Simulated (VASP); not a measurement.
# Zn2Ge2F (I4/mmm) in VASP: single point with r2SCAN

Aim: the single point of Zn2Ge2F with r2SCAN.

All numbers are computed with VASP 6.6.1; they aren't measurements. Logs are shortened: lines on timing, memory, paths and dates and some standing lists are left out, and cuts for length are marked.

### 1 The cell of the first run

It takes space group I4/mmm (No. 139, tetragonal). The conventional cell has a = 3.738 Å, b = 3.738 Å, c = 11.995 Å, α = 90.00°, β = 90.00°, γ = 90.00°. Within 3.2 Å of Ge (site symmetry 4mm) lie 1 Ge at 2.46 Å and 4 Zn at 2.57 Å and 4 F at 2.92 Å. F (site symmetry 4/mmm) has 8 Ge at 2.92 Å and 8 Zn at 3.53 Å and 4 F at 3.74 Å within 3.8 Å. Zn (site symmetry -4m2) has 4 Ge at 2.57 Å and 8 Zn at 2.64 to 3.74 Å and 4 F at 3.53 Å within 3.8 Å.

### 2 Single point, r2SCAN

File POSCAR:

```
Zn2Ge2F
1.0
    0.0000000000      3.7376266255      0.0000000000
    3.7376266255      0.0000000000      0.0000000000
    1.8688133128      1.8688133128     -5.9974286943
Ge F Zn
2 1 2
Direct
    0.3974420598      0.3974420598      0.2051158804
    0.6025579402      0.6025579402      0.7948841196
    0.0000000000      0.0000000000      0.0000000000
    0.7500000000      0.2500000000      0.5000000000
    0.2500000000      0.7500000000      0.5000000000
```

File INCAR.step1:

```
PREC = Accurate
ENCUT = 520
ISMEAR = -1
SIGMA = 0.1
LREAL = False
LASPH = True
NELM = 60
NBANDS = 38
GGA = PE
ALGO = Normal
EDIFF = 1E-4
LWAVE = True
LCHARG = False
```

File INCAR.step2:

```
PREC = Accurate
ENCUT = 520
EDIFF = 1E-7
ISMEAR = -1
SIGMA = 0.1
LREAL = False
LASPH = True
NELM = 60
ALGO = Normal
ISIF = 2
LWAVE = False
LCHARG = False
METAGGA = R2SCAN
LMIXTAU = True
NBANDS = 38
ISTART = 1
```

File KPOINTS:

```
Automatic mesh
0
Gamma
  7 7 7
```

Potentials or basis: VASP PAW PBE potentials, release 64 (Ge_d, F, Zn).

The run is started by

```sh
> cat potpaw_PBE.64/Ge_d/POTCAR potpaw_PBE.64/F/POTCAR potpaw_PBE.64/Zn/POTCAR > POTCAR
> cp INCAR.step1 INCAR
> mpirun -np 1 vasp_std > vasp.out
> cp INCAR.step2 INCAR
> mpirun -np 1 vasp_std > vasp.out
```

OUTCAR:

```text
PREC = Accurate
   ENCUT = 520
   EDIFF = 1E-7
   ISMEAR = -1
   LREAL = False
   LASPH = True
   NELM = 60
   ISIF = 2
   METAGGA = R2SCAN
   ISTART = 1

 ion  position               nearest neighbor table
   1  0.397  0.397  0.205-   2 2.46   5 2.57   4 2.57   4 2.57   5 2.57
   2  0.603  0.603  0.795-   1 2.46   4 2.57   5 2.57   4 2.57   5 2.57
   3  0.000  0.000  0.000-
   4  0.750  0.250  0.500-   1 2.57   2 2.57   2 2.57   1 2.57   5 2.64   5 2.64   5 2.64   5 2.64

   5  0.250  0.750  0.500-   1 2.57   2 2.57   2 2.57   1 2.57   4 2.64   4 2.64   4 2.64   4 2.64

  LATTYP: Found a body centered tetragonal cell.
 ALAT       =     3.7376266255
 C/A-ratio  =     3.2092176642

  Lattice vectors:

 A1 = (  -1.8688133128,   1.8688133127,   5.9974286943)
 A2 = (   1.8688133127,  -1.8688133128,   5.9974286943)
 A3 = (   1.8688133128,   1.8688133128,  -5.9974286943)

Analysis of symmetry for initial positions (statically):
=====================================================================
 Subroutine PRICEL returns:
 Original cell was already a primitive cell.

 Routine SETGRP: Setting up the symmetry group for a
 body centered tetragonal supercell.

 Subroutine GETGRP returns: Found 16 space group operations
 (whereof 16 operations were pure point group operations)
 out of a pool of 16 trial point group operations.

The static configuration has the point symmetry D_4h.

Analysis of symmetry for dynamics (positions and initial velocities):
=====================================================================
 Subroutine PRICEL returns:
 Original cell was already a primitive cell.

 Routine SETGRP: Setting up the symmetry group for a
 body centered tetragonal supercell.

 Subroutine GETGRP returns: Found 16 space group operations
 (whereof 16 operations were pure point group operations)
 out of a pool of 16 trial point group operations.

The dynamic configuration has the point symmetry D_4h.

 Subroutine INISYM returns: Found 16 space group operations
 (whereof 16 operations are pure point group operations),
 and found     1 'primitive' translations

----------------------------------------------------------------------------------------

                                     Primitive cell

  volume of cell :      83.7832

  direct lattice vectors                    reciprocal lattice vectors
     0.000000000  3.737626625  0.000000000     0.000000000  0.267549464  0.083369061
     3.737626625  0.000000000  0.000000000     0.267549464  0.000000000  0.083369061
     1.868813313  1.868813313 -5.997428694     0.000000000  0.000000000 -0.166738122

  length of vectors
     3.737626625  3.737626625  6.553936019     0.280237606  0.280237606  0.166738122

  position of ions in fractional coordinates (direct lattice)
     0.397442060  0.397442060  0.205115880
     0.602557940  0.602557940  0.794884120
     0.000000000  0.000000000  0.000000000
     0.750000000  0.250000000  0.500000000
     0.250000000  0.750000000  0.500000000

  ion indices of the primitive-cell ions
   primitive index   ion index
                 1           1
                 2           2
                 3           3
                 4           4
                 5           5

----------------------------------------------------------------------------------------

 KPOINTS: Automatic mesh

Automatic generation of k-mesh.
 Grid dimensions read from file:
 generate k-points for:    7    7    7

 Generating k-lattice:

  Cartesian coordinates                     Fractional coordinates (reciprocal lattice)
     0.000000000  0.038221352  0.011909866     0.142857143  0.000000000 -0.000000000
     0.038221352  0.000000000  0.011909866     0.000000000  0.142857143 -0.000000000
     0.000000000  0.000000000 -0.023819732     0.000000000  0.000000000  0.142857143

  Length of vectors
     0.040033944  0.040033944  0.023819732

  Shift w.r.t. Gamma in fractional coordinates (k-lattice)
     0.000000000  0.000000000  0.000000000

 Subroutine IBZKPT returns following result:
 ===========================================

 Found     40 irreducible k-points:

 Following reciprocal coordinates:
            Coordinates               Weight
  0.000000  0.000000  0.000000      1.000000
  0.142857  0.000000  0.000000      8.000000
  0.285714  0.000000  0.000000      8.000000
  0.428571  0.000000 -0.000000      8.000000
  0.142857  0.142857  0.000000      8.000000
  0.285714  0.142857  0.000000     16.000000
[... 16 lines left out ...]
  0.285714  0.285714  0.142857      8.000000
  0.428571  0.285714  0.142857     16.000000
 [... further k-points ...]
   k-points           NKPTS =     40   k-points in BZ     NKDIM =     40   number of bands    NBANDS=     38
   number of dos      NEDOS =    301   number of ions     NIONS =      5
   total plane-waves  NPLWV =  39200
   dimension x,y,z NGX =    28 NGY =   28 NGZ =   50
   dimension x,y,z NGXF=    56 NGYF=   56 NGZF=  100
   ions per type =               2   1   2
   NGX,Y,Z   is equivalent  to a cutoff of  12.45, 12.45, 12.68 a.u.
   NGXF,Y,Z  is equivalent  to a cutoff of  24.91, 24.91, 25.37 a.u.
 SYSTEM =  unknown system
   PREC   = accura    normal or accurate (medium, high low for compatibility)
   ISTART =      1    job   : 0-new  1-cont  2-samecut
   ICHARG =      0    charge: 1-file 2-atom 10-const
   ISPIN  =      1    spin polarized calculation?
   LNONCOLLINEAR =      F non collinear calculations
   LSORBIT =      F    spin-orbit coupling
   LASPH  =      T    aspherical Exc in radial PAW
   ENCUT  =  520.0 eV  38.22 Ry    6.18 a.u.   6.95  6.95 12.19*2*pi/ulx,y,z
   NELM   =     60;   NELMIN=  2; NELMDL=  0     # of ELM steps
   EDIFF  = 0.1E-06   stopping-criterion for ELM
   LREAL  =      F    real-space projection
   EDIFFG = 0.1E-05   stopping-criterion for IOM
   NSW    =      0    number of steps for IOM
   IBRION =     -1    ionic relax: 0-MD 1-quasi-New 2-CG
   NFREE  =      0    steps in history (QN), initial steepest desc. (CG)
   ISIF   =      2    stress and relaxation
   ISYM   =      2    0-nonsym 1-usesym 2-fastsym
   POTIM  = 0.5000    time-step for ionic-motion
   TEBEG  =    0.0;   TEEND  =   0.0 temperature during run
   PSTRESS=    0.0 pullay stress
   NELECT =      59.0000    total number of electrons
   NUPDOWN=      -1.0000    fix difference up-down
   EMIN   =  10.00;   EMAX   =-10.00  energy-range for DOS
   EFERMI =   0.00;   METHOD = LEGACY
   ISMEAR =    -1;   SIGMA  =   0.10  broadening in eV -4-tet -1-fermi 0-gaus
   EFERMI_NEDOS =   21; number of points for ismear=-14 and -15
   IALGO  =     38    algorithm
   IMIX   =      4    mixing-type and parameters
     AMIX     =   0.40;   BMIX     =  1.00
     AMIX_MAG =   1.60;   BMIX_MAG =  1.00
  volume/ion in A,a.u.               =      16.76       113.08
  Fermi-wavevector in a.u.,A,eV,Ry     =   1.456487  2.752361 28.862767  2.121354
  Thomas-Fermi vector in A             =   2.573399
   LORBIT       =      0    0 simple, 1 ext, 2 COOP (PROOUT), +10 PAW based schemes
   METAGGA = R2SCAN    functional components
   LHFCALC =     F    Hartree Fock is set to
   AEXX    =    0.0000 exact exchange contribution
   IVDW    =     0    specifies the selected vdW correction
   LEPSILON=     F    determine dielectric tensor
   LRPA    =     F    only Hartree local field effects (RPA)
 non-spin polarized calculation
  energy-cutoff  :      520.00
  volume of cell :       83.78
 maximum number of plane-waves:      2273
   NGX = 13   NGY = 13   NGZ = 25

 number of electron      59.0000007 magnetization

 Free energy of the ion-electron system (eV)
  ---------------------------------------------------
  ext. energy  EPLUGINS =         0.00000000
  ---------------------------------------------------
  free energy    TOTEN  =       -49.31264015 eV

  energy without entropy =      -49.25105172  energy(sigma->0) =      -49.28184593

 E-fermi :   3.1197     XC(G=0): -11.5585

 val. band max:        3.0401425555   @ k =  -0.4286   0.2857   0.0000
 cond. band min:       3.1391496438   @ k =  -0.2857   0.0000   0.1429
 fundamental gap:      0.0990070883
 Fermi energy:         3.1197028823

 k-point     1 :       0.0000    0.0000    0.0000
  band No.  band energies     occupation
      1     -22.3119      2.00000
      2     -22.2512      2.00000
      3     -22.2419      2.00000
      4     -22.2418      2.00000
      5     -22.2411      2.00000
      6     -22.2278      2.00000
[... 30 lines left out ...]
     37      11.5093      0.00000
     38      11.5707      0.00000

 k-point     2 :       0.1429    0.0000    0.0000
  band No.  band energies     occupation
      1     -22.3114      2.00000
      2     -22.2496      2.00000
      3     -22.2431      2.00000
      4     -22.2419      2.00000
      5     -22.2395      2.00000
      6     -22.2283      2.00000
[... 30 lines left out ...]
     37      11.1039      0.00000
     38      11.4694      0.00000

 k-point     3 :       0.2857    0.0000    0.0000
  band No.  band energies     occupation
      1     -22.3102      2.00000
      2     -22.2461      2.00000
      3     -22.2459      2.00000
      4     -22.2419      2.00000
      5     -22.2359      2.00000
      6     -22.2295      2.00000
[... 30 lines left out ...]
     37      11.0429      0.00000
     38      12.3012      0.00000

 k-point     4 :       0.4286    0.0000   -0.0000
  band No.  band energies     occupation
      1     -22.3093      2.00000
      2     -22.2481      2.00000
      3     -22.2431      2.00000
      4     -22.2419      2.00000
      5     -22.2330      2.00000
      6     -22.2305      2.00000
[... 30 lines left out ...]
     37      10.1924      0.00000
     38      11.4719      0.00000
[... 703 lines left out ...]
      4     -22.2421      2.00000
      5     -22.2391      2.00000
      6     -22.2282      2.00000
[... 30 lines left out ...]
     37      10.6450      0.00000
     38      11.0327      0.00000

 k-point    23 :       0.2857    0.2857    0.1429
  band No.  band energies     occupation
      1     -22.3086      2.00000
      2     -22.2462      2.00000
      3     -22.2440      2.00000
      4     -22.2407      2.00000
      5     -22.2330      2.00000
      6     -22.2307      2.00000
[... 30 lines left out ...]
     37      12.7119      0.00000
     38      13.5443      0.00000

 k-point    24 :       0.4286    0.2857    0.1429
  band No.  band energies     occupation
      1     -22.3077      2.00000
      2     -22.2470      2.00000
      3     -22.2445      2.00000
      4     -22.2378      2.00000
      5     -22.2349      2.00000
      6     -22.2278      2.00000
[... 30 lines left out ...]
     37      13.2717      0.00000
     38      13.7217      0.00000

 [... further k-points ...]

------------------------ aborting loop because EDIFF is reached ----------------------------------------

  FORCE on cell =-STRESS in cart. coord.  units (eV):
  Direction    XX          YY          ZZ          XY          YZ          ZX
  --------------------------------------------------------------------------------------
  -------------------------------------------------------------------------------------
  Total        0.0322398      0.0322398      0.0185157      0.0000000     -0.0000000     -0.0000000
  in kB        0.6165174      0.6165174      0.3540740      0.0000000     -0.0000000     -0.0000000
  external PRESSURE =       0.5290363 kB  Pullay stress =       0.0000000 kB

 VOLUME and BASIS-vectors are now :
 -----------------------------------------------------------------------------
  energy-cutoff  :      520.00
  volume of cell :       83.78
      direct lattice vectors                 reciprocal lattice vectors
     0.000000000  3.737626625  0.000000000     0.000000000  0.267549464  0.083369061
     3.737626625  0.000000000  0.000000000     0.267549464  0.000000000  0.083369061
     1.868813313  1.868813313 -5.997428694     0.000000000  0.000000000 -0.166738122

 POSITION                                       TOTAL-FORCE (eV/Angst)
 -----------------------------------------------------------------------------------
      1.86881      1.86881     -1.23017        -0.000000     -0.000000      0.009517
      3.73763      3.73763     -4.76726         0.000000      0.000000     -0.009517
      0.00000      0.00000      0.00000        -0.000000      0.000000     -0.000000
      1.86881      3.73763     -2.99871        -0.000000      0.000000     -0.000000
      3.73763      1.86881     -2.99871         0.000000     -0.000000     -0.000000
 -----------------------------------------------------------------------------------
    total drift:                               -0.000000      0.000000      0.000000

  FREE ENERGIE OF THE ION-ELECTRON SYSTEM (eV)
  ---------------------------------------------------
  free  energy   TOTEN  =       -49.3126401501 eV

  energy  without entropy=      -49.2510517177  energy(sigma->0) =      -49.28184593
```

Run time: 6.4 min. Hardware: 1 thread of Intel Xeon Platinum 8259CL at 2.50GHz (Skylake/Cascade Lake), shared host; peak memory 0.28 GiB.

What came out:

* Free energy: -49.3126 eV
* Pressure: 0.1 GPa
* Largest force: 0.010 eV/Å
* Band gap on the k mesh: zero (an odd number of electrons rules out a gap without spin polarisation)

Forces in eV/Å, atoms in the order of the input:
```
Ge   0.000  0.000  0.010
Ge   0.000  0.000 -0.010
F    0.000  0.000  0.000
Zn   0.000  0.000  0.000
Zn   0.000  0.000  0.000
```

Levels at points of the mesh, in eV from the Fermi level:
```csv
k point,band 26,band 27,band 28,band 29,band 30,band 31,band 32,band 33
"(0.00, 0.00, 0.00)",-3.24,-2.62,0.15,0.15,2.57,2.57,3.68,5.23
```

Caveat: the PAW data sets were made with another functional, which shifts forces and pressure a little; an odd number of electrons without spin polarisation forces a metal; a magnetic or distorted state may lie lower.

The gap in the log of VASP goes by the Fermi energy; the results here count the filled bands.